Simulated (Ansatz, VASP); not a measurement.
Ga2N in VASP and in Ansatz

```
Ga N
1.0
     0.00000    2.85105    2.85105
     2.85105    0.00000    2.85105
     2.85105    2.85105    0.00000
Ga N
2 1
Direct
  0.25000 0.25000 0.25000
  0.75000 0.75000 0.75000
  0.50000 0.50000 0.50000
```

Alike in both runs: functional PBE; k mesh 14 × 14 × 14; occupations gaussian, width 0.1 eV; no spin polarisation.

Ansatz relaxed the structure, and its values are those at the end. VASP's run is a single point on that final structure, the one shown.

```csv
,VASP,Ansatz
version,VASP 6.6.1,Ansatz 0.2.0
potentials or method,"VASP PAW PBE potentials, release 64 (Ga_d, N), cutoff 520 eV","scalar-relativistic, plane waves, PAW"
valence electrons in the cell,31,31
```

Ansatz gave:

| Item | Value |
| --- | --- |
| gap on the k mesh at the Fermi level (eV) | none |
| pressure (GPa) | 0.0 |

Problem. Which values does VASP return?

Solution. gap on the k mesh at the Fermi level (eV): none; pressure (GPa): 0.1.

A gap of «none» marks a metal or a gap that the smearing closes. The functional is the same, so the differences come from potentials, cutoffs and numerics.
